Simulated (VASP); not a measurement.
# In (I4_1/amd) in VASP: notebook

The runs below take In through single point, with PBE.

Everything below comes from runs of VASP 6.6.1. Logs are shortened: lines on timing, memory, paths and dates and some standing lists are left out, and cuts for length are marked.

**1. The cell of the first run**

It takes space group I4_1/amd (No. 141, tetragonal). The conventional cell has a = 5.538 Å, b = 5.538 Å, c = 2.926 Å, α = 90.00°, β = 90.00°, γ = 90.00°. In (site symmetry -4m2) has 10 In at 2.86 to 3.53 Å within 3.8 Å.

**2. Single point, PBE**

INCAR

```
PREC     = Accurate       # precision mode
ENCUT    = 520            # plane-wave cutoff, eV
EDIFF    = 1E-7           # SCF threshold, eV
ISMEAR   = -1             # smearing method
SIGMA    = 0.05           # smearing width, eV
LREAL    = False          # projectors in reciprocal space
LASPH    = True           # aspherical terms in the spheres
NELM     = 80             # most SCF steps
ALGO     = Normal         # electronic algorithm
ISIF     = 2              # what is computed and relaxed
LWAVE    = False          # write WAVECAR
LCHARG   = False          # write CHGCAR
GGA      = PE             # functional
NBANDS   = 20             # bands
```

KPOINTS

```
regular mesh
0
Gamma
  13 13 13
```

POSCAR

```
In
1.0
   -2.7690201724      2.7690201724      1.4631125976
    2.7690201724     -2.7690201724      1.4631125976
    2.7690201724      2.7690201724     -1.4631125976
In
2
Direct
   -0.3750000000     -0.1250000000     -0.2500000000
    0.3750000000      0.1250000000      0.2500000000
```

Potentials or basis: VASP PAW PBE potentials, release 64 (In_d).

Started as:

```
$ cat potpaw_PBE.64/In_d/POTCAR > POTCAR
$ mpirun -np 1 vasp_std > vasp.out
```

OUTCAR:

```text
PREC = Accurate
   ENCUT = 520
   EDIFF = 1E-7
   ISMEAR = -1
   LREAL = False
   LASPH = True
   NELM = 80
   ISIF = 2
   GGA = PE

 ion  position               nearest neighbor table
   1  0.625  0.875  0.750-   2 2.86   2 2.86   2 2.86   2 2.86   2 3.53   2 3.53   2 3.53   2 3.53

   2  0.375  0.125  0.250-   1 2.86   1 2.86   1 2.86   1 2.86   1 3.53   1 3.53   1 3.53   1 3.53

  LATTYP: Found a body centered tetragonal cell.
 ALAT       =     5.5380403448
 C/A-ratio  =     0.5283863990

  Lattice vectors:

 A1 = (  -2.7690201724,   2.7690201724,   1.4631125976)
 A2 = (   2.7690201724,  -2.7690201724,   1.4631125976)
 A3 = (   2.7690201724,   2.7690201724,  -1.4631125976)

Analysis of symmetry for initial positions (statically):
=====================================================================
 Subroutine PRICEL returns:
 Original cell was already a primitive cell.

 Routine SETGRP: Setting up the symmetry group for a
 body centered tetragonal supercell.

 Subroutine GETGRP returns: Found 16 space group operations
 (whereof  4 operations were pure point group operations)
 out of a pool of 16 trial point group operations.

The static configuration has the point symmetry C_2h.
 The point group associated with its full space group is D_4h.

Analysis of symmetry for dynamics (positions and initial velocities):
=====================================================================
 Subroutine PRICEL returns:
 Original cell was already a primitive cell.

 Routine SETGRP: Setting up the symmetry group for a
 body centered tetragonal supercell.

 Subroutine GETGRP returns: Found 16 space group operations
 (whereof  4 operations were pure point group operations)
 out of a pool of 16 trial point group operations.

The dynamic configuration has the point symmetry C_2h.
 The point group associated with its full space group is D_4h.

 Subroutine INISYM returns: Found 16 space group operations
 (whereof  4 operations are pure point group operations),
 and found     1 'primitive' translations

----------------------------------------------------------------------------------------

                                     Primitive cell

  volume of cell :      44.8735

  direct lattice vectors                    reciprocal lattice vectors
    -2.769020172  2.769020172  1.463112598     0.000000000  0.180569288  0.341737198
     2.769020172 -2.769020172  1.463112598     0.180569288  0.000000000  0.341737198
     2.769020172  2.769020172 -1.463112598     0.180569288  0.180569288  0.000000000

  length of vectors
     4.180388009  4.180388009  4.180388009     0.386509483  0.386509483  0.255363536

  position of ions in fractional coordinates (direct lattice)
     0.625000000  0.875000000  0.750000000
     0.375000000  0.125000000  0.250000000

  ion indices of the primitive-cell ions
   primitive index   ion index
                 1           1
                 2           2

----------------------------------------------------------------------------------------

 KPOINTS: regular mesh

Automatic generation of k-mesh.
 Grid dimensions read from file:
 generate k-points for:   13   13   13

 Generating k-lattice:

  Cartesian coordinates                     Fractional coordinates (reciprocal lattice)
     0.000000000  0.013889945  0.026287477     0.076923077  0.000000000  0.000000000
     0.013889945  0.000000000  0.026287477     0.000000000  0.076923077  0.000000000
     0.013889945  0.013889945  0.000000000     0.000000000  0.000000000  0.076923077

  Length of vectors
     0.029731499  0.029731499  0.019643349

  Shift w.r.t. Gamma in fractional coordinates (k-lattice)
     0.000000000  0.000000000  0.000000000

 Subroutine IBZKPT returns following result:
 ===========================================

 Found    196 irreducible k-points:

 Following reciprocal coordinates:
            Coordinates               Weight
  0.000000  0.000000  0.000000      1.000000
  0.076923  0.000000  0.000000      8.000000
  0.153846 -0.000000  0.000000      8.000000
  0.230769 -0.000000  0.000000      8.000000
  0.307692 -0.000000  0.000000      8.000000
  0.384615 -0.000000  0.000000      8.000000
[... 16 lines left out ...]
  0.384615  0.153846  0.000000     16.000000
  0.461538  0.153846  0.000000     16.000000
 [... further k-points ...]
   k-points           NKPTS =    196   k-points in BZ     NKDIM =    196   number of bands    NBANDS=     20
   number of dos      NEDOS =    301   number of ions     NIONS =      2
   total plane-waves  NPLWV =  32768
   dimension x,y,z NGX =    32 NGY =   32 NGZ =   32
   dimension x,y,z NGXF=    64 NGYF=   64 NGZF=   64
   ions per type =               2
   NGX,Y,Z   is equivalent  to a cutoff of  12.73, 12.73, 12.73 a.u.
   NGXF,Y,Z  is equivalent  to a cutoff of  25.45, 25.45, 25.45 a.u.
 SYSTEM =  unknown system
   PREC   = accura    normal or accurate (medium, high low for compatibility)
   ISTART =      0    job   : 0-new  1-cont  2-samecut
   ICHARG =      2    charge: 1-file 2-atom 10-const
   ISPIN  =      1    spin polarized calculation?
   LNONCOLLINEAR =      F non collinear calculations
   LSORBIT =      F    spin-orbit coupling
   LASPH  =      T    aspherical Exc in radial PAW
   ENCUT  =  520.0 eV  38.22 Ry    6.18 a.u.   7.77  7.77  7.77*2*pi/ulx,y,z
   NELM   =     80;   NELMIN=  2; NELMDL= -5     # of ELM steps
   EDIFF  = 0.1E-06   stopping-criterion for ELM
   LREAL  =      F    real-space projection
   EDIFFG = 0.1E-05   stopping-criterion for IOM
   NSW    =      0    number of steps for IOM
   IBRION =     -1    ionic relax: 0-MD 1-quasi-New 2-CG
   NFREE  =      0    steps in history (QN), initial steepest desc. (CG)
   ISIF   =      2    stress and relaxation
   ISYM   =      2    0-nonsym 1-usesym 2-fastsym
   POTIM  = 0.5000    time-step for ionic-motion
   TEBEG  =    0.0;   TEEND  =   0.0 temperature during run
   PSTRESS=    0.0 pullay stress
   NELECT =      26.0000    total number of electrons
   NUPDOWN=      -1.0000    fix difference up-down
   EMIN   =  10.00;   EMAX   =-10.00  energy-range for DOS
   EFERMI =   0.00;   METHOD = LEGACY
   ISMEAR =    -1;   SIGMA  =   0.05  broadening in eV -4-tet -1-fermi 0-gaus
   EFERMI_NEDOS =   21; number of points for ismear=-14 and -15
   IALGO  =     38    algorithm
   IMIX   =      4    mixing-type and parameters
     AMIX     =   0.40;   BMIX     =  1.00
     AMIX_MAG =   1.60;   BMIX_MAG =  1.00
  volume/ion in A,a.u.               =      22.44       151.41
  Fermi-wavevector in a.u.,A,eV,Ry     =   1.364801  2.579100 25.343319  1.862681
  Thomas-Fermi vector in A             =   2.491085
   LORBIT       =      0    0 simple, 1 ext, 2 COOP (PROOUT), +10 PAW based schemes
   GGA     = PE    functional components
   LHFCALC =     F    Hartree Fock is set to
   AEXX    =    0.0000 exact exchange contribution
   IVDW    =     0    specifies the selected vdW correction
   LEPSILON=     F    determine dielectric tensor
   LRPA    =     F    only Hartree local field effects (RPA)
 non-spin polarized calculation
  energy-cutoff  :      520.00
  volume of cell :       44.87
 maximum number of plane-waves:      1227
   NGX = 15   NGY = 15   NGZ = 15

 number of electron      25.9999989 magnetization

 Free energy of the ion-electron system (eV)
  ---------------------------------------------------
  ext. energy  EPLUGINS =         0.00000000
  ---------------------------------------------------
  free energy    TOTEN  =        -4.52440496 eV

  energy without entropy =       -4.51793336  energy(sigma->0) =       -4.52116916

 E-fermi :   9.2856     XC(G=0): -10.9611

 val. band max:        9.2791682925   @ k =  -0.2308   0.4615   0.2308
 cond. band min:       9.2984282938   @ k =  -0.1538  -0.3846   0.1538
 fundamental gap:      0.0192600012
 Fermi energy:         9.2856032054

 k-point     1 :       0.0000    0.0000    0.0000
  band No.  band energies     occupation
      1      -6.1056      2.00000
      2      -5.9216      2.00000
      3      -5.8991      2.00000
      4      -5.8601      2.00000
      5      -5.2558      2.00000
      6      -5.2558      2.00000
[... 12 lines left out ...]
     19      20.9728      0.00000
     20      22.0319      0.00000

 k-point     2 :       0.0769    0.0000    0.0000
  band No.  band energies     occupation
      1      -6.0963      2.00000
      2      -5.8841      2.00000
      3      -5.8824      2.00000
      4      -5.8087      2.00000
      5      -5.3019      2.00000
      6      -5.2985      2.00000
[... 12 lines left out ...]
     19      19.6445      0.00000
     20      21.1216      0.00000

 k-point     3 :       0.1538   -0.0000    0.0000
  band No.  band energies     occupation
      1      -6.0653      2.00000
      2      -5.8361      2.00000
      3      -5.7867      2.00000
      4      -5.6780      2.00000
      5      -5.3898      2.00000
      6      -5.3594      2.00000
[... 12 lines left out ...]
     19      18.3742      0.00000
     20      19.7872      0.00000

 k-point     4 :       0.2308   -0.0000    0.0000
  band No.  band energies     occupation
      1      -6.0184      2.00000
      2      -5.7733      2.00000
      3      -5.6878      2.00000
      4      -5.5490      2.00000
      5      -5.4909      2.00000
      6      -5.3707      2.00000
[... 12 lines left out ...]
     19      16.9565      0.00000
     20      19.1385      0.00000

 k-point     5 :       0.3077   -0.0000    0.0000
  band No.  band energies     occupation
      1      -5.9737      2.00000
      2      -5.7309      2.00000
      3      -5.6624      2.00000
      4      -5.5679      2.00000
      5      -5.5591      2.00000
      6      -5.3782      2.00000
[... 12 lines left out ...]
     19      16.8534      0.00000
     20      18.4398      0.00000
[... 353 lines left out ...]
      6      -5.4777      2.00000
[... 12 lines left out ...]
     19      17.6394      0.00000
     20      19.1161      0.00000

 k-point    22 :       0.3077    0.1538    0.0000
  band No.  band energies     occupation
      1      -5.9720      2.00000
      2      -5.7963      2.00000
      3      -5.6555      2.00000
      4      -5.6215      2.00000
      5      -5.5084      2.00000
      6      -5.4938      2.00000
[... 12 lines left out ...]
     19      18.9843      0.00000
     20      19.3858      0.00000

 k-point    23 :       0.3846    0.1538    0.0000
  band No.  band energies     occupation
      1      -5.9488      2.00000
      2      -5.7977      2.00000
      3      -5.7141      2.00000
      4      -5.5958      2.00000
      5      -5.5123      2.00000
      6      -5.4492      2.00000
[... 12 lines left out ...]
     19      19.1999      0.00000
     20      20.3355      0.00000

 k-point    24 :       0.4615    0.1538    0.0000
  band No.  band energies     occupation
      1      -5.9187      2.00000
      2      -5.7557      2.00000
      3      -5.7321      2.00000
      4      -5.5954      2.00000
      5      -5.4896      2.00000
      6      -5.4369      2.00000
[... 12 lines left out ...]
     19      19.5549      0.00000
     20      20.5375      0.00000

 [... further k-points ...]

------------------------ aborting loop because EDIFF is reached ----------------------------------------

  FORCE on cell =-STRESS in cart. coord.  units (eV):
  Direction    XX          YY          ZZ          XY          YZ          ZX
  --------------------------------------------------------------------------------------
  -------------------------------------------------------------------------------------
  Total        4.3030497      4.3030497      4.2981508     -0.0000000      0.0000000      0.0000000
  in kB      153.6374037    153.6374037    153.4624942     -0.0000000      0.0000000      0.0000000
  external PRESSURE =     153.5791005 kB  Pullay stress =       0.0000000 kB

 VOLUME and BASIS-vectors are now :
 -----------------------------------------------------------------------------
  energy-cutoff  :      520.00
  volume of cell :       44.87
      direct lattice vectors                 reciprocal lattice vectors
    -2.769020172  2.769020172  1.463112598     0.000000000  0.180569288  0.341737198
     2.769020172 -2.769020172  1.463112598     0.180569288  0.000000000  0.341737198
     2.769020172  2.769020172 -1.463112598     0.180569288  0.180569288  0.000000000

 POSITION                                       TOTAL-FORCE (eV/Angst)
 -----------------------------------------------------------------------------------
      2.76902      1.38451      1.09733         0.000000      0.000000     -0.000000
     -0.00000      1.38451      0.36578        -0.000000     -0.000000      0.000000
 -----------------------------------------------------------------------------------
    total drift:                                0.000000     -0.000000      0.000000

  FREE ENERGIE OF THE ION-ELECTRON SYSTEM (eV)
  ---------------------------------------------------
  free  energy   TOTEN  =        -4.5244049613 eV

  energy  without entropy=       -4.5179333577  energy(sigma->0) =       -4.52116916
```

Wall time 1.7 min (1 thread of AMD EPYC 9R45 (Zen 5), shared host); peak memory 0.24 GiB.

What came out:

```yaml
Free_energy: -4.5244 eV
Pressure: 15.4 GPa
Band_gap_on_the_k_mesh: zero (bands 13 and 14 overlap by 6.91 eV)
```

Caveat: the cell stands under pressure; spin-orbit coupling is left out, which moves the levels of the heavy elements.

**3. Single point, PBE (22.44 Å³/atom)**

INCAR

```
SYSTEM = In
PREC     = Accurate       ! precision mode
ENCUT    = 520            ! plane-wave cutoff, eV
EDIFF    = 1E-6           ! SCF threshold, eV
ISMEAR   = -1             ! smearing method
SIGMA    = 0.05           ! smearing width, eV
LREAL    = .False.        ! projectors in reciprocal space
LASPH    = .True.         ! aspherical terms in the spheres
NELM     = 100            ! most SCF steps
ALGO     = Normal         ! electronic algorithm
ISIF     = 2              ! what is computed and relaxed
LWAVE    = .False.        ! write WAVECAR
LCHARG   = .False.        ! write CHGCAR
GGA      = PE             ! functional
NBANDS   = 20             ! bands
```

KPOINTS

```
regular mesh
0
Gamma
  13 13 13
  0 0 0
```

POSCAR is that of step 2.

Potentials or basis: VASP PAW PBE potentials, release 64 (In_d).

Started as:

```
$ cat potpaw_PBE.64/In_d/POTCAR > POTCAR
$ mpirun -np 1 vasp_std > vasp.out
```

It took 45 s on 1 thread of Intel Xeon 6975P-C (Granite Rapids), shared host; peak memory 0.27 GiB.

It converged, with:

| Property | Result |
| --- | --- |
| Free energy | -4.5244 eV |
| Pressure | 15.4 GPa |
| Band gap on the k mesh | zero (bands 13 and 14 overlap by 6.91 eV) |

Levels at points of the mesh, in eV from the Fermi level:
| k point | band 11 | band 12 | band 13 | band 14 | band 15 | band 16 |
| --- | --- | --- | --- | --- | --- | --- |
| (0.00, 0.00, 0.00) | -10.66 | -0.71 | -0.71 | -0.09 | 4.16 | 9.12 |

Caveat: the cell stands under pressure; spin-orbit coupling is left out, which moves the levels of the heavy elements.

**4. Single point, PBE**

This run uses another cell than the first one, of 25.31 Å³/atom.

INCAR

```
  ALGO = Normal
  EDIFF = 1E-6
  ENCUT = 520
  GGA = PE
  ISIF = 2
  ISMEAR = -1
  LASPH = T
  LCHARG = F
  LREAL = F
  LWAVE = F
  NBANDS = 20
  NELM = 80
  PREC = Accurate
  SIGMA = 0.05
```

KPOINTS

```
k-points
0
Gamma
  13 13 13
```

POSCAR

```
In
1.0
   -2.8834297681      2.8834297681      1.5222966893
    2.8834297681     -2.8834297681      1.5222966893
    2.8834297681      2.8834297681     -1.5222966893
In
2
Direct
   -0.3750000000     -0.1250000000     -0.2500000000
    0.3750000000      0.1250000000      0.2500000000
```

Started as:

```
$ cat potpaw_PBE.64/In_d/POTCAR > POTCAR
$ mpirun -np 1 vasp_std > vasp.out
```

Wall time 43 s (1 thread of Intel Xeon 6975P-C (Granite Rapids), shared host); peak memory 0.28 GiB.

Results (log left out):

```yaml
Free_energy: -4.8867 eV
Pressure: 5.7 GPa
Band_gap_on_the_k_mesh: zero (bands 13 and 14 overlap by 6.04 eV)
```

Levels at points of the mesh, in eV from the Fermi level:
| k point | band 10 | band 11 | band 12 | band 13 | band 14 | band 15 | band 16 | band 17 |
| --- | --- | --- | --- | --- | --- | --- | --- | --- |
| (0.00, 0.00, 0.00) | -14.09 | -9.76 | -0.68 | -0.52 | -0.52 | 4.08 | 8.42 | 8.42 |

Caveat: the cell stands under pressure; spin-orbit coupling is left out, which moves the levels of the heavy elements.

**5. Single point, PBE (25.31 Å³/atom)**

This run uses another cell than the first one, of 25.31 Å³/atom.

INCAR

```
SYSTEM = In
ALGO = Normal ; EDIFF = 1E-6
ENCUT = 520 ; GGA = PE
ISIF = 2 ; ISMEAR = -1
LASPH = .True. ; LCHARG = .True.
LELF = .True. ; LREAL = .False.
LVHAR = .True. ; LWAVE = .False.
NBANDS = 20 ; NELM = 60
PREC = Accurate ; SIGMA = 0.05
```

KPOINTS

```
k-points
0
Gamma
  13 13 13
  0 0 0
```

POSCAR is that of step 4.

Potentials or basis: VASP PAW PBE potentials, release 64 (In_d).

Started as:

```
$ cat potpaw_PBE.64/In_d/POTCAR > POTCAR
$ mpirun -np 1 vasp_std > vasp.out
```

OUTCAR:

```text
SYSTEM = In
   EDIFF = 1E-6
   ENCUT = 520
   GGA = PE
   ISIF = 2
   ISMEAR = -1
   LASPH = .True.
   LREAL = .False.
   NELM = 60
   PREC = Accurate

 ion  position               nearest neighbor table
   1  0.625  0.875  0.750-   2 2.98   2 2.98   2 2.98   2 2.98   2 3.68   2 3.68   2 3.68   2 3.68

   2  0.375  0.125  0.250-   1 2.98   1 2.98   1 2.98   1 2.98   1 3.68   1 3.68   1 3.68   1 3.68

  LATTYP: Found a body centered tetragonal cell.
 ALAT       =     5.7668595362
 C/A-ratio  =     0.5279465122

  Lattice vectors:
[... 742 lines left out ...]

  FORCE on cell =-STRESS in cart. coord.  units (eV):
  Direction    XX          YY          ZZ          XY          YZ          ZX
  --------------------------------------------------------------------------------------
  -------------------------------------------------------------------------------------
  Total        1.7984952      1.7984952      1.8025110      0.0000000     -0.0000000      0.0000000
  in kB       56.9169759     56.9169759     57.0440638      0.0000000     -0.0000000      0.0000000
  external PRESSURE =      56.9593386 kB  Pullay stress =       0.0000000 kB

 VOLUME and BASIS-vectors are now :
 -----------------------------------------------------------------------------
  energy-cutoff  :      520.00
  volume of cell :       50.63
      direct lattice vectors                 reciprocal lattice vectors
    -2.883429768  2.883429768  1.522296689     0.000000000  0.173404605  0.328451085
     2.883429768 -2.883429768  1.522296689     0.173404605  0.000000000  0.328451085
     2.883429768  2.883429768 -1.522296689     0.173404605  0.173404605  0.000000000

 POSITION                                       TOTAL-FORCE (eV/Angst)
 -----------------------------------------------------------------------------------
      2.88343      1.44171      1.14172        -0.000000     -0.000000      0.000000
      0.00000      1.44171      0.38057         0.000000      0.000000     -0.000000
 -----------------------------------------------------------------------------------
    total drift:                                0.000000     -0.000000      0.000000

  FREE ENERGIE OF THE ION-ELECTRON SYSTEM (eV)
  ---------------------------------------------------
  free  energy   TOTEN  =        -4.8866503962 eV

  energy  without entropy=       -4.8790965348  energy(sigma->0) =       -4.88287347
```

It took 44 s on 1 thread of Intel Xeon 6975P-C (Granite Rapids), shared host; peak memory 0.29 GiB.

Results:

| Property | Result |
| --- | --- |
| Free energy | -4.8867 eV |
| Pressure | 5.7 GPa |
| Band gap on the k mesh | zero (bands 13 and 14 overlap by 6.04 eV) |

Caveat: the cell stands under pressure; spin-orbit coupling is left out, which moves the levels of the heavy elements.
